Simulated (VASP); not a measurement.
# In3Sb2As (P6_3mc) in VASP: single point with PBE

Aim: the single point of In3Sb2As with PBE.

All numbers are computed with VASP 6.6.1; they aren't measurements. Logs are shortened: lines on timing, memory, paths and dates and some standing lists are left out, and cuts for length are marked.

### Step 1. The cell of the first run

It takes space group P6_3mc (No. 186, hexagonal). The conventional cell has a = 4.578 Å, b = 4.578 Å, c = 22.590 Å, α = 90.00°, β = 90.00°, γ = 120.00°. Within 3.6 Å of In (site symmetry 3m) lie 1 As at 2.69 Å and 3 Sb at 2.84 Å. In (site symmetry 3m) has 4 Sb at 2.83 to 2.87 Å within 3.7 Å. In (site symmetry 3m) has 3 As at 2.76 Å and 1 Sb at 2.89 Å within 3.6 Å. Sb (site symmetry 3m) has 4 In at 2.84 to 2.87 Å within 3.7 Å. Within 3.7 Å of Sb (site symmetry 3m) lie 4 In at 2.83 to 2.89 Å. As (site symmetry 3m) has 4 In at 2.69 to 2.76 Å within 3.6 Å.

### Step 2. Single point, PBE

The input, INCAR:

```
PREC = Accurate
ENCUT = 520
EDIFF = 1E-7
ISMEAR = 0
SIGMA = 0.1
LREAL = False
LASPH = True
NELM = 80
ALGO = Normal
ISIF = 2
LWAVE = False
LCHARG = True
GGA = PE
LELF = True
LVHAR = True
NBANDS = 66
```

The input, KPOINTS:

```
regular mesh
0
Gamma
  6 6 1
```

The input, POSCAR:

```
In3Sb2As
1.0
    4.5782871000      0.0000000000      0.0000000000
   -2.2891436000      3.9649130000      0.0000000000
    0.0000000000      0.0000000000     22.5899167000
In Sb As
6 4 2
Direct
    0.6666667000      0.3333333000      0.1729430000
    0.6666667000      0.3333333000      0.5004310000
    0.6666667000      0.3333333000      0.8274170000
    0.3333333000      0.6666667000      0.0004310000
    0.3333333000      0.6666667000      0.3274170000
    0.3333333000      0.6666667000      0.6729430000
    0.6666667000      0.3333333000      0.6274210000
    0.6666667000      0.3333333000      0.9551600000
    0.3333333000      0.6666667000      0.1274210000
    0.3333333000      0.6666667000      0.4551600000
    0.6666667000      0.3333333000      0.2921270000
    0.3333333000      0.6666667000      0.7921270000
```

Potentials or basis: VASP PAW PBE potentials, release 64 (In_d, Sb, As).

Started as:

```sh
> cat potpaw_PBE.64/In_d/POTCAR potpaw_PBE.64/Sb/POTCAR potpaw_PBE.64/As/POTCAR > POTCAR
> mpirun -np 1 vasp_std > vasp.out
```

OUTCAR:

```text
PREC = Accurate
   ENCUT = 520
   EDIFF = 1E-7
   ISMEAR = 0
   LREAL = False
   LASPH = True
   NELM = 80
   ISIF = 2
   GGA = PE

 ion  position               nearest neighbor table
   1  0.667  0.333  0.173-  11 2.69   9 2.84   9 2.84   9 2.84
   2  0.667  0.333  0.500-  10 2.83  10 2.83  10 2.83   7 2.87
   3  0.667  0.333  0.827-  12 2.76  12 2.76  12 2.76   8 2.89
   4  0.333  0.667  0.000-   8 2.83   8 2.83   8 2.83   9 2.87
   5  0.333  0.667  0.327-  11 2.76  11 2.76  11 2.76  10 2.89
   6  0.333  0.667  0.673-  12 2.69   7 2.84   7 2.84   7 2.84
   7  0.667  0.333  0.627-   6 2.84   6 2.84   6 2.84   2 2.87
   8  0.667  0.333  0.955-   4 2.83   4 2.83   4 2.83   3 2.89
   9  0.333  0.667  0.127-   1 2.84   1 2.84   1 2.84   4 2.87
  10  0.333  0.667  0.455-   2 2.83   2 2.83   2 2.83   5 2.89
  11  0.667  0.333  0.292-   1 2.69   5 2.76   5 2.76   5 2.76
  12  0.333  0.667  0.792-   6 2.69   3 2.76   3 2.76   3 2.76

  LATTYP: Found a hexagonal cell.
 ALAT       =     4.5782871000
 C/A-ratio  =     4.9341415701

  Lattice vectors:

 A1 = (   4.5782871000,   0.0000000000,   0.0000000000)
 A2 = (  -2.2891436000,   3.9649130000,   0.0000000000)
 A3 = (   0.0000000000,   0.0000000000,  22.5899167000)

Analysis of symmetry for initial positions (statically):
=====================================================================
 Subroutine PRICEL returns:
 Original cell was already a primitive cell.

 Routine SETGRP: Setting up the symmetry group for a
 hexagonal supercell.

 Subroutine GETGRP returns: Found 12 space group operations
 (whereof  6 operations were pure point group operations)
 out of a pool of 24 trial point group operations.

The static configuration has the point symmetry C_3v.
 The point group associated with its full space group is C_6v.

Analysis of symmetry for dynamics (positions and initial velocities):
=====================================================================
 Subroutine PRICEL returns:
 Original cell was already a primitive cell.

 Routine SETGRP: Setting up the symmetry group for a
 hexagonal supercell.

 Subroutine GETGRP returns: Found 12 space group operations
 (whereof  6 operations were pure point group operations)
 out of a pool of 24 trial point group operations.

The dynamic configuration has the point symmetry C_3v.
 The point group associated with its full space group is C_6v.

 Subroutine INISYM returns: Found 12 space group operations
 (whereof  6 operations are pure point group operations),
 and found     1 'primitive' translations

----------------------------------------------------------------------------------------

                                     Primitive cell

  volume of cell :     410.0637

  direct lattice vectors                    reciprocal lattice vectors
     4.578287100  0.000000000  0.000000000     0.218422300  0.126106175  0.000000000
    -2.289143600  3.964913000  0.000000000     0.000000000  0.252212344  0.000000000
     0.000000000  0.000000000 22.589916700     0.000000000  0.000000000  0.044267538

  length of vectors
     4.578287100  4.578287182 22.589916700     0.252212348  0.252212344  0.044267538

  position of ions in fractional coordinates (direct lattice)
     0.666666700  0.333333300  0.172943000
     0.666666700  0.333333300  0.500431000
     0.666666700  0.333333300  0.827417000
     0.333333300  0.666666700  0.000431000
     0.333333300  0.666666700  0.327417000
     0.333333300  0.666666700  0.672943000
     0.666666700  0.333333300  0.627421000
     0.666666700  0.333333300  0.955160000
     0.333333300  0.666666700  0.127421000
     0.333333300  0.666666700  0.455160000
     0.666666700  0.333333300  0.292127000
     0.333333300  0.666666700  0.792127000

  ion indices of the primitive-cell ions
   primitive index   ion index
                 1           1
                 2           2
                 3           3
                 4           4
                 5           5
                 6           6
                 7           7
                 8           8
                 9           9
                10          10
                11          11
                12          12

----------------------------------------------------------------------------------------

 KPOINTS: regular mesh

Automatic generation of k-mesh.
 Grid dimensions read from file:
 generate k-points for:    6    6    1

 Generating k-lattice:

  Cartesian coordinates                     Fractional coordinates (reciprocal lattice)
     0.036403717  0.021017696  0.000000000     0.166666667  0.000000000  0.000000000
     0.000000000  0.042035391  0.000000000     0.000000000  0.166666667  0.000000000
     0.000000000  0.000000000  0.044267538     0.000000000  0.000000000  1.000000000

  Length of vectors
     0.042035391  0.042035391  0.044267538

  Shift w.r.t. Gamma in fractional coordinates (k-lattice)
     0.000000000  0.000000000  0.000000000

 Subroutine IBZKPT returns following result:
 ===========================================

 Found      7 irreducible k-points:

 Following reciprocal coordinates:
            Coordinates               Weight
  0.000000  0.000000  0.000000      1.000000
  0.166667  0.000000  0.000000      6.000000
  0.333333  0.000000  0.000000      6.000000
  0.500000 -0.000000  0.000000      3.000000
  0.166667  0.166667  0.000000      6.000000
  0.333333  0.166667  0.000000     12.000000
  0.333333  0.333333  0.000000      2.000000
   k-points           NKPTS =      7   k-points in BZ     NKDIM =      7   number of bands    NBANDS=     66
   number of dos      NEDOS =    301   number of ions     NIONS =     12
   total plane-waves  NPLWV = 217728
   dimension x,y,z NGX =    36 NGY =   36 NGZ =  168
   dimension x,y,z NGXF=    72 NGYF=   72 NGZF=  336
   ions per type =               6   4   2
   NGX,Y,Z   is equivalent  to a cutoff of  13.07, 13.07, 12.36 a.u.
   NGXF,Y,Z  is equivalent  to a cutoff of  26.14, 26.14, 24.73 a.u.
 SYSTEM =  unknown system
   PREC   = accura    normal or accurate (medium, high low for compatibility)
   ISTART =      0    job   : 0-new  1-cont  2-samecut
   ICHARG =      2    charge: 1-file 2-atom 10-const
   ISPIN  =      1    spin polarized calculation?
   LNONCOLLINEAR =      F non collinear calculations
   LSORBIT =      F    spin-orbit coupling
   LASPH  =      T    aspherical Exc in radial PAW
   ENCUT  =  520.0 eV  38.22 Ry    6.18 a.u.   8.51  8.51 42.00*2*pi/ulx,y,z
   NELM   =     80;   NELMIN=  2; NELMDL= -5     # of ELM steps
   EDIFF  = 0.1E-06   stopping-criterion for ELM
   LREAL  =      F    real-space projection
   EDIFFG = 0.1E-05   stopping-criterion for IOM
   NSW    =      0    number of steps for IOM
   IBRION =     -1    ionic relax: 0-MD 1-quasi-New 2-CG
   NFREE  =      0    steps in history (QN), initial steepest desc. (CG)
   ISIF   =      2    stress and relaxation
   ISYM   =      2    0-nonsym 1-usesym 2-fastsym
   POTIM  = 0.5000    time-step for ionic-motion
   TEBEG  =    0.0;   TEEND  =   0.0 temperature during run
   PSTRESS=    0.0 pullay stress
   NELECT =     108.0000    total number of electrons
   NUPDOWN=      -1.0000    fix difference up-down
   EMIN   =  10.00;   EMAX   =-10.00  energy-range for DOS
   EFERMI =   0.00;   METHOD = LEGACY
   ISMEAR =     0;   SIGMA  =   0.10  broadening in eV -4-tet -1-fermi 0-gaus
   EFERMI_NEDOS =   21; number of points for ismear=-14 and -15
   IALGO  =     38    algorithm
   IMIX   =      4    mixing-type and parameters
     AMIX     =   0.40;   BMIX     =  1.00
     AMIX_MAG =   1.60;   BMIX_MAG =  1.00
  volume/ion in A,a.u.               =      34.17       230.60
  Fermi-wavevector in a.u.,A,eV,Ry     =   1.049379  1.983039 14.982681  1.101196
  Thomas-Fermi vector in A             =   2.184339
   LORBIT       =      0    0 simple, 1 ext, 2 COOP (PROOUT), +10 PAW based schemes
   GGA     = PE    functional components
   LHFCALC =     F    Hartree Fock is set to
   AEXX    =    0.0000 exact exchange contribution
   IVDW    =     0    specifies the selected vdW correction
   LEPSILON=     F    determine dielectric tensor
   LRPA    =     F    only Hartree local field effects (RPA)
 non-spin polarized calculation
 Gauss-broadening in eV      SIGMA  =   0.10
  energy-cutoff  :      520.00
  volume of cell :      410.06
 maximum number of plane-waves:     11119
 NGX is ok and might be reduce to    36
   NGX = 17   NGY = 17   NGZ = 85

 number of electron     108.0000004 magnetization

 Free energy of the ion-electron system (eV)
  ---------------------------------------------------
  ext. energy  EPLUGINS =         0.00000000
  ---------------------------------------------------
  free energy    TOTEN  =       -42.82606615 eV

  energy without entropy =      -42.82117136  energy(sigma->0) =      -42.82361875

 E-fermi :   4.3541     XC(G=0):  -8.5040

 val. band max:        4.3404375387   @ k =   0.0000   0.0000   0.0000
 cond. band min:       4.3994268313   @ k =   0.0000   0.0000   0.0000
 fundamental gap:      0.0589892925
 Fermi energy:         4.3540657332

 k-point     1 :       0.0000    0.0000    0.0000
  band No.  band energies     occupation
      1     -10.3206      2.00000
      2     -10.3204      2.00000
      3     -10.2678      2.00000
      4     -10.2678      2.00000
      5     -10.2678      2.00000
      6     -10.2678      2.00000
[... 58 lines left out ...]
     65       7.6684      0.00000
     66       7.7027      0.00000

 k-point     2 :       0.1667    0.0000    0.0000
  band No.  band energies     occupation
      1     -10.3242      2.00000
      2     -10.3240      2.00000
      3     -10.2744      2.00000
      4     -10.2743      2.00000
      5     -10.2622      2.00000
      6     -10.2622      2.00000
[... 403 lines left out ...]
     65       8.8224      0.00000
     66       9.2008      0.00000

------------------------ aborting loop because EDIFF is reached ----------------------------------------

  FORCE on cell =-STRESS in cart. coord.  units (eV):
  Direction    XX          YY          ZZ          XY          YZ          ZX
  --------------------------------------------------------------------------------------
  -------------------------------------------------------------------------------------
  Total        0.1335501      0.1335501      0.0157007     -0.0000000      0.0000000     -0.0000000
  in kB        0.5217994      0.5217995      0.0613450     -0.0000000      0.0000000     -0.0000000
  external PRESSURE =       0.3683146 kB  Pullay stress =       0.0000000 kB

 VOLUME and BASIS-vectors are now :
 -----------------------------------------------------------------------------
  energy-cutoff  :      520.00
  volume of cell :      410.06
      direct lattice vectors                 reciprocal lattice vectors
     4.578287100  0.000000000  0.000000000     0.218422300  0.126106175  0.000000000
    -2.289143600  3.964913000  0.000000000     0.000000000  0.252212344  0.000000000
     0.000000000  0.000000000 22.589916700     0.000000000  0.000000000  0.044267538

 POSITION                                       TOTAL-FORCE (eV/Angst)
 -----------------------------------------------------------------------------------
      2.28914      1.32164      3.90677         0.000000      0.000000      0.033344
      2.28914      1.32164     11.30469        -0.000000      0.000000      0.022632
      2.28914      1.32164     18.69128         0.000000     -0.000000     -0.029197
     -0.00000      2.64328      0.00974         0.000000     -0.000000      0.022632
     -0.00000      2.64328      7.39632        -0.000000      0.000000     -0.029197
     -0.00000      2.64328     15.20173        -0.000000     -0.000000      0.033344
      2.28914      1.32164     14.17339        -0.000000      0.000000     -0.032084
      2.28914      1.32164     21.57698         0.000000     -0.000000     -0.010134
     -0.00000      2.64328      2.87843        -0.000000     -0.000000     -0.032084
     -0.00000      2.64328     10.28203        -0.000000     -0.000000     -0.010134
      2.28914      1.32164      6.59912        -0.000000     -0.000000      0.015438
     -0.00000      2.64328     17.89408        -0.000000      0.000000      0.015438
 -----------------------------------------------------------------------------------
    total drift:                               -0.000334      0.000192      0.000377

  FREE ENERGIE OF THE ION-ELECTRON SYSTEM (eV)
  ---------------------------------------------------
  free  energy   TOTEN  =       -42.8260661459 eV

  energy  without entropy=      -42.8211713618  energy(sigma->0) =      -42.82361875
```

Wall time 4 min (1 thread of Intel Xeon Platinum 8488C (Sapphire Rapids), shared host); peak memory 0.57 GiB.

What came out:

| Property | Result |
| --- | --- |
| Free energy | -42.8261 eV |
| Pressure | 0.0 GPa |
| Largest force | 0.033 eV/Å |
| Band gap on the k mesh | 0.06 eV, direct |

Forces on the atoms (eV/Å):
```
In   0.000  0.000  0.033
In   0.000  0.000  0.023
In   0.000  0.000 -0.029
In   0.000  0.000  0.023
In   0.000  0.000 -0.029
In   0.000  0.000  0.033
Sb   0.000  0.000 -0.032
Sb   0.000  0.000 -0.010
Sb   0.000  0.000 -0.032
Sb   0.000  0.000 -0.010
As   0.000  0.000  0.015
As   0.000  0.000  0.015
```

Caveat: spin-orbit coupling is left out, which moves the levels of the heavy elements.
